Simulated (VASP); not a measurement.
# CoO (Fm-3m) in VASP: notebook

The runs below take CoO through single point, with PBE+U.

All numbers are computed with VASP 6.6.1; they aren't measurements. Logs are shortened: lines on timing, memory, paths and dates and some standing lists are left out, and cuts for length are marked.

**1. The cell of the first run**

Symmetry: Fm-3m, No. 225, cubic system. Conventional cell: a = 4.263 Å, b = 4.263 Å, c = 4.263 Å, α = 90.00°, β = 90.00°, γ = 90.00°. Co (site symmetry m-3m) has 6 O at 2.13 Å within 2.8 Å. Within 2.8 Å of O (site symmetry m-3m) lie 6 Co at 2.13 Å.

**2. Single point, PBE+U, collinear spin, ferromagnetic start**

Contents of INCAR:

```
PREC = Accurate ; ENCUT = 520
EDIFF = 1E-7 ; ISMEAR = 0
SIGMA = 0.05 ; LREAL = False
LASPH = True ; NELM = 150
ALGO = Normal ; ISIF = 2
LWAVE = False ; LCHARG = False
ISPIN = 2 ; MAGMOM = 3 0
LORBIT = 11 ; LMAXMIX = 4
LDAU = True ; LDAUTYPE = 2
LDAUL = 2 -1 ; LDAUU = 3.3 0
LDAUJ = 0 0 ; LDAUPRINT = 1
GGA = PE ; NBANDS = 18
```

Contents of KPOINTS:

```
Automatic mesh
0
Gamma
  6 6 6
```

Contents of POSCAR:

```
CoO
1.0
    0.0000000000      2.1315000000      2.1315000000
    2.1315000000      0.0000000000      2.1315000000
    2.1315000000      2.1315000000      0.0000000000
Co O
1 1
Direct
    0.0000000000      0.0000000000      0.0000000000
    0.5000000000      0.5000000000      0.5000000000
```

Potentials or basis: VASP PAW PBE potentials, release 64 (Co, O).

The run is started by

```sh
$ cat potpaw_PBE.64/Co/POTCAR potpaw_PBE.64/O/POTCAR > POTCAR
$ mpirun -np 1 vasp_std > vasp.out
```

OUTCAR:

```text
PREC = Accurate
   ENCUT = 520
   EDIFF = 1E-7
   ISMEAR = 0
   LREAL = False
   LASPH = True
   NELM = 150
   ISIF = 2
   ISPIN = 2
   LORBIT = 11
   GGA = PE

 ion  position               nearest neighbor table
   1  0.000  0.000  0.000-   2 2.13   2 2.13   2 2.13   2 2.13   2 2.13   2 2.13
   2  0.500  0.500  0.500-   1 2.13   1 2.13   1 2.13   1 2.13   1 2.13   1 2.13

  LATTYP: Found a face centered cubic cell.
 ALAT       =     4.2630000000

  Lattice vectors:

 A1 = (   0.0000000000,   2.1315000000,   2.1315000000)
 A2 = (   2.1315000000,   0.0000000000,   2.1315000000)
 A3 = (   2.1315000000,   2.1315000000,   0.0000000000)

Analysis of symmetry for initial positions (statically):
=====================================================================
 Subroutine PRICEL returns:
 Original cell was already a primitive cell.

 Routine SETGRP: Setting up the symmetry group for a
 face centered cubic supercell.

 Subroutine GETGRP returns: Found 48 space group operations
 (whereof 48 operations were pure point group operations)
 out of a pool of 48 trial point group operations.

The static configuration has the point symmetry O_h .

Analysis of symmetry for dynamics (positions and initial velocities):
=====================================================================
 Subroutine PRICEL returns:
 Original cell was already a primitive cell.

 Routine SETGRP: Setting up the symmetry group for a
 face centered cubic supercell.

 Subroutine GETGRP returns: Found 48 space group operations
 (whereof 48 operations were pure point group operations)
 out of a pool of 48 trial point group operations.

The dynamic configuration has the point symmetry O_h .

Analysis of structural, dynamic, and magnetic symmetry:
=====================================================================
 Subroutine PRICEL returns:
 Original cell was already a primitive cell.

 Routine SETGRP: Setting up the symmetry group for a
 face centered cubic supercell.

 Subroutine GETGRP returns: Found 48 space group operations
 (whereof 48 operations were pure point group operations)
 out of a pool of 48 trial point group operations.

The overall configuration has the point symmetry O_h .

 Subroutine INISYM returns: Found 48 space group operations
 (whereof 48 operations are pure point group operations),
 and found     1 'primitive' translations

----------------------------------------------------------------------------------------

                                     Primitive cell

  volume of cell :      19.3681

  direct lattice vectors                    reciprocal lattice vectors
     0.000000000  2.131500000  2.131500000    -0.234576589  0.234576589  0.234576589
     2.131500000  0.000000000  2.131500000     0.234576589 -0.234576589  0.234576589
     2.131500000  2.131500000  0.000000000     0.234576589  0.234576589 -0.234576589

  length of vectors
     3.014396208  3.014396208  3.014396208     0.406298571  0.406298571  0.406298571

  position of ions in fractional coordinates (direct lattice)
     0.000000000  0.000000000  0.000000000
     0.500000000  0.500000000  0.500000000

  ion indices of the primitive-cell ions
   primitive index   ion index
                 1           1
                 2           2

----------------------------------------------------------------------------------------

 KPOINTS: Automatic mesh

Automatic generation of k-mesh.
 Grid dimensions read from file:
 generate k-points for:    6    6    6

 Generating k-lattice:

  Cartesian coordinates                     Fractional coordinates (reciprocal lattice)
    -0.039096098  0.039096098  0.039096098     0.166666667  0.000000000  0.000000000
     0.039096098 -0.039096098  0.039096098     0.000000000  0.166666667  0.000000000
     0.039096098  0.039096098 -0.039096098     0.000000000  0.000000000  0.166666667

  Length of vectors
     0.067716428  0.067716428  0.067716428

  Shift w.r.t. Gamma in fractional coordinates (k-lattice)
     0.000000000  0.000000000  0.000000000

 Subroutine IBZKPT returns following result:
 ===========================================

 Found     16 irreducible k-points:

 Following reciprocal coordinates:
            Coordinates               Weight
  0.000000  0.000000  0.000000      1.000000
  0.166667  0.000000  0.000000      8.000000
  0.333333  0.000000  0.000000      8.000000
  0.500000  0.000000  0.000000      4.000000
  0.166667  0.166667  0.000000      6.000000
  0.333333  0.166667  0.000000     24.000000
[... 8 lines left out ...]
 -0.333333  0.333333  0.166667     24.000000
 -0.333333  0.500000  0.166667     12.000000
   k-points           NKPTS =     16   k-points in BZ     NKDIM =     16   number of bands    NBANDS=     18
   number of dos      NEDOS =    301   number of ions     NIONS =      2
   total plane-waves  NPLWV =  13824
   dimension x,y,z NGX =    24 NGY =   24 NGZ =   24
   dimension x,y,z NGXF=    48 NGYF=   48 NGZF=   48
   ions per type =               1   1
   NGX,Y,Z   is equivalent  to a cutoff of  13.24, 13.24, 13.24 a.u.
   NGXF,Y,Z  is equivalent  to a cutoff of  26.47, 26.47, 26.47 a.u.
 SYSTEM =  unknown system
   PREC   = accura    normal or accurate (medium, high low for compatibility)
   ISTART =      0    job   : 0-new  1-cont  2-samecut
   ICHARG =      2    charge: 1-file 2-atom 10-const
   ISPIN  =      2    spin polarized calculation?
   LNONCOLLINEAR =      F non collinear calculations
   LSORBIT =      F    spin-orbit coupling
   LASPH  =      T    aspherical Exc in radial PAW
   ENCUT  =  520.0 eV  38.22 Ry    6.18 a.u.   5.60  5.60  5.60*2*pi/ulx,y,z
   NELM   =    150;   NELMIN=  2; NELMDL= -5     # of ELM steps
   EDIFF  = 0.1E-06   stopping-criterion for ELM
   LREAL  =      F    real-space projection
   EDIFFG = 0.1E-05   stopping-criterion for IOM
   NSW    =      0    number of steps for IOM
   IBRION =     -1    ionic relax: 0-MD 1-quasi-New 2-CG
   NFREE  =      0    steps in history (QN), initial steepest desc. (CG)
   ISIF   =      2    stress and relaxation
   ISYM   =      2    0-nonsym 1-usesym 2-fastsym
   POTIM  = 0.5000    time-step for ionic-motion
   TEBEG  =    0.0;   TEEND  =   0.0 temperature during run
   PSTRESS=    0.0 pullay stress
   NELECT =      15.0000    total number of electrons
   NUPDOWN=      -1.0000    fix difference up-down
   EMIN   =  10.00;   EMAX   =-10.00  energy-range for DOS
   EFERMI =   0.00;   METHOD = LEGACY
   ISMEAR =     0;   SIGMA  =   0.05  broadening in eV -4-tet -1-fermi 0-gaus
   EFERMI_NEDOS =   21; number of points for ismear=-14 and -15
   IALGO  =     38    algorithm
   IMIX   =      4    mixing-type and parameters
     AMIX     =   0.40;   BMIX     =  1.00
     AMIX_MAG =   1.60;   BMIX_MAG =  1.00
  volume/ion in A,a.u.               =       9.68        65.35
  Fermi-wavevector in a.u.,A,eV,Ry     =   1.503407  2.841027 30.752334  2.260233
  Thomas-Fermi vector in A             =   2.614521
   LORBIT       =     11    0 simple, 1 ext, 2 COOP (PROOUT), +10 PAW based schemes
 LDA+U is selected, type is set to LDAUTYPE =  2
   angular momentum for each species LDAUL =     2   -1
   U (eV)           for each species LDAUU =   3.3  0.0
   J (eV)           for each species LDAUJ =   0.0  0.0
   GGA     = PE    functional components
   LHFCALC =     F    Hartree Fock is set to
   AEXX    =    0.0000 exact exchange contribution
   IVDW    =     0    specifies the selected vdW correction
   LEPSILON=     F    determine dielectric tensor
   LRPA    =     F    only Hartree local field effects (RPA)
 spin polarized calculation
 Gauss-broadening in eV      SIGMA  =   0.05
  energy-cutoff  :      520.00
  volume of cell :       19.37
 maximum number of plane-waves:       544
 NGX is ok and might be reduce to    24
   NGX = 11   NGY = 11   NGZ = 11

atom =   1  type =  1  l = 2

 onsite density matrix

spin component  1

  0.9681  0.0000  0.0000 -0.0000 -0.0000
  0.0000  0.9681  0.0000 -0.0000  0.0000
  0.0000  0.0000  1.0116  0.0000  0.0000
 -0.0000 -0.0000  0.0000  0.9681 -0.0000
 -0.0000  0.0000  0.0000 -0.0000  1.0116

spin component  2

  0.6525 -0.0000 -0.0000  0.0000  0.0000
 -0.0000  0.6525 -0.0000  0.0000 -0.0000
 -0.0000 -0.0000  0.1374 -0.0000 -0.0000
  0.0000  0.0000 -0.0000  0.6525  0.0000
  0.0000 -0.0000 -0.0000  0.0000  0.1374

 occupancies and eigenvectors

  o =  0.1374  v =  0.0000  0.0000  0.0000  0.0000  0.0000  0.0000  0.0000  0.0249 -0.0000  0.9997      0.0000  0.0000  0.0000  0.0000  0.0000  0.0000  0.0000  0.0000  0.0000  0.0000
  o =  0.1374  v =  0.0000  0.0000  0.0000  0.0000  0.0000  0.0000  0.0000 -0.9997 -0.0000  0.0249      0.0000  0.0000  0.0000  0.0000  0.0000  0.0000  0.0000  0.0000  0.0000  0.0000
  o =  0.6525  v =  0.0000  0.0000  0.0000  0.0000  0.0000  1.0000  0.0000  0.0000  0.0000  0.0000      0.0000  0.0000  0.0000  0.0000  0.0000  0.0000  0.0000  0.0000  0.0000  0.0000
  o =  0.6525  v =  0.0000  0.0000  0.0000  0.0000  0.0000  0.0000 -0.5201  0.0000  0.8541  0.0000      0.0000  0.0000  0.0000  0.0000  0.0000  0.0000  0.0000  0.0000  0.0000  0.0000
  o =  0.6525  v =  0.0000  0.0000  0.0000  0.0000  0.0000  0.0000 -0.8541  0.0000 -0.5201  0.0000      0.0000  0.0000  0.0000  0.0000  0.0000  0.0000  0.0000  0.0000  0.0000  0.0000
  o =  0.9681  v =  0.0000 -0.9680 -0.0000 -0.2508  0.0000  0.0000  0.0000  0.0000  0.0000  0.0000      0.0000  0.0000  0.0000  0.0000  0.0000  0.0000  0.0000  0.0000  0.0000  0.0000
  o =  0.9681  v =  1.0000  0.0000  0.0000  0.0000  0.0000  0.0000  0.0000  0.0000  0.0000  0.0000      0.0000  0.0000  0.0000  0.0000  0.0000  0.0000  0.0000  0.0000  0.0000  0.0000
  o =  0.9681  v =  0.0000  0.2508  0.0000 -0.9680 -0.0000  0.0000  0.0000  0.0000  0.0000  0.0000      0.0000  0.0000  0.0000  0.0000  0.0000  0.0000  0.0000  0.0000  0.0000  0.0000
  o =  1.0116  v =  0.0000 -0.0000  0.9999  0.0000 -0.0114  0.0000  0.0000  0.0000  0.0000  0.0000      0.0000  0.0000  0.0000  0.0000  0.0000  0.0000  0.0000  0.0000  0.0000  0.0000
  o =  1.0116  v =  0.0000  0.0000  0.0114 -0.0000  0.9999  0.0000  0.0000  0.0000  0.0000  0.0000      0.0000  0.0000  0.0000  0.0000  0.0000  0.0000  0.0000  0.0000  0.0000  0.0000

 number of electron      15.0000007 magnetization       3.0001244

 Free energy of the ion-electron system (eV)
  ---------------------------------------------------
  ext. energy  EPLUGINS =         0.00000000
  ---------------------------------------------------
  free energy    TOTEN  =       -11.29981844 eV

  energy without entropy =      -11.29318210  energy(sigma->0) =      -11.29650027

 E-fermi :   7.3369     XC(G=0): -12.3762

 val. band max:        7.3111407425   @ k =   0.3333   0.1667   0.0000
 cond. band min:       7.3595715539   @ k =   0.5000   0.3333   0.0000
 fundamental gap:      0.0484308114
 Fermi energy:         7.3368514415

 spin component 1

 k-point     1 :       0.0000    0.0000    0.0000
  band No.  band energies     occupation
      1     -12.1223      1.00000
      2       2.7300      1.00000
      3       2.7300      1.00000
      4       3.1787      1.00000
      5       3.1787      1.00000
      6       3.1787      1.00000
[... 10 lines left out ...]
     17      29.2462      0.00000
     18      31.2804      0.00000
[... 295 lines left out ...]
 k-point    16 :      -0.3333    0.5000    0.1667
  band No.  band energies     occupation
      1     -10.8740      1.00000
      2       1.3320      1.00000
      3       1.4335      1.00000
      4       1.8366      1.00000
      5       3.4878      1.00000
      6       4.0873      1.00000
[... 10 lines left out ...]
     17      37.1421      0.00000
     18      39.1294      0.00000
 Fermi energy:         7.3368514415

 spin component 2

 k-point     1 :       0.0000    0.0000    0.0000
  band No.  band energies     occupation
      1     -11.6865      1.00000
      2       5.4538      1.00000
      3       5.4538      1.00000
      4       5.4538      1.00000
      5       6.2157      1.00000
      6       6.2157      1.00000
[... 10 lines left out ...]
     17      30.2696      0.00000
     18      34.4780      0.00000
[... 295 lines left out ...]
 k-point    16 :      -0.3333    0.5000    0.1667
  band No.  band energies     occupation
      1     -10.2271      1.00000
      2       1.9182      1.00000
      3       2.9309      1.00000
      4       3.3945      1.00000
      5       6.4555      1.00000
      6       7.2780      0.95211
[... 10 lines left out ...]
     17      39.2553      0.00000
     18      39.6704      0.00000

------------------------ aborting loop because EDIFF is reached ----------------------------------------

  FORCE on cell =-STRESS in cart. coord.  units (eV):
  Direction    XX          YY          ZZ          XY          YZ          ZX
  --------------------------------------------------------------------------------------
  -------------------------------------------------------------------------------------
  Total       -0.2608890     -0.2608890     -0.2608890      0.0000000      0.0000000      0.0000000
  in kB      -21.5814378    -21.5814378    -21.5814378      0.0000000      0.0000000      0.0000000
  external PRESSURE =     -21.5814378 kB  Pullay stress =       0.0000000 kB

 VOLUME and BASIS-vectors are now :
 -----------------------------------------------------------------------------
  energy-cutoff  :      520.00
  volume of cell :       19.37
      direct lattice vectors                 reciprocal lattice vectors
     0.000000000  2.131500000  2.131500000    -0.234576589  0.234576589  0.234576589
     2.131500000  0.000000000  2.131500000     0.234576589 -0.234576589  0.234576589
     2.131500000  2.131500000  0.000000000     0.234576589  0.234576589 -0.234576589

 POSITION                                       TOTAL-FORCE (eV/Angst)
 -----------------------------------------------------------------------------------
      0.00000      0.00000      0.00000         0.000000      0.000000     -0.000000
      2.13150      2.13150      2.13150        -0.000000     -0.000000      0.000000
 -----------------------------------------------------------------------------------
    total drift:                                0.000000     -0.000000     -0.000000

  FREE ENERGIE OF THE ION-ELECTRON SYSTEM (eV)
  ---------------------------------------------------
  free  energy   TOTEN  =       -11.2998184352 eV

  energy  without entropy=      -11.2931821024  energy(sigma->0) =      -11.29650027

 total charge

# of ion       s       p       d       tot
------------------------------------------
    1        0.296   0.361   7.136   7.793
    2        1.552   3.447   0.000   4.999
--------------------------------------------------
tot          1.849   3.808   7.136  12.792

 magnetization (x)

# of ion       s       p       d       tot
------------------------------------------
    1        0.021   0.018   2.694   2.733
    2        0.023   0.231   0.000   0.255
--------------------------------------------------
tot          0.045   0.249   2.694   2.987
```

Run time: 17 s. Hardware: 1 thread of AMD EPYC 7R43 (Zen 3), shared host; peak memory 0.11 GiB.

Results:

```yaml
Free_energy: -11.2998 eV
Pressure: -2.2 GPa
Band_gap_on_the_k_mesh: zero (filled and empty bands overlap)
Net_moment: 3.00 μB per cell
Site_moments: Co +2.73; O +0.26 μB
Valence_electrons_inside_the_program's_atomic_spheres: Co 7.79; O 5.00
```

Levels at points of the mesh, in eV from the Fermi level:
Spin up:
| k point | band 6 | band 7 | band 8 | band 9 | band 10 | band 11 | band 12 | band 13 |
| --- | --- | --- | --- | --- | --- | --- | --- | --- |
| (0.00, 0.00, 0.00) | -4.16 | -2.37 | -2.37 | -2.37 | 1.59 | 17.44 | 17.74 | 17.74 |
| (0.50, 0.00, 0.00) | -3.53 | -2.62 | -0.14 | -0.14 | 5.65 | 9.90 | 13.95 | 13.95 |
| (0.50, 0.50, 0.00) | -3.60 | -3.60 | -3.25 | -3.25 | 6.34 | 10.48 | 11.42 | 16.32 |
Spin down:
```csv
k point,band 2,band 3,band 4,band 5,band 6,band 7,band 8,band 9,band 10,band 11
"(0.00, 0.00, 0.00)",-1.88,-1.88,-1.88,-1.12,-1.12,-1.12,1.75,1.75,2.10,17.30
"(0.50, 0.00, 0.00)",-7.01,-3.71,-3.71,-0.10,-0.10,0.21,4.14,4.14,5.90,10.68
"(0.50, 0.50, 0.00)",-5.74,-3.15,-3.15,-2.18,0.05,0.05,2.25,2.64,7.28,10.88
```

Eigenvalues of the final occupation matrices:
```csv
site,spin,trace,eigenvalues
site 1 d,1,4.93,0.97 0.97 0.97 1.01 1.01
site 1 d,2,2.23,0.14 0.14 0.65 0.65 0.65
```

Caveat: the k points lie up to 0.43 Å⁻¹ apart; a cell with one magnetic atom can't hold antiferromagnetic order, which such compounds often take.

(Part 1 of 2 ends here.)
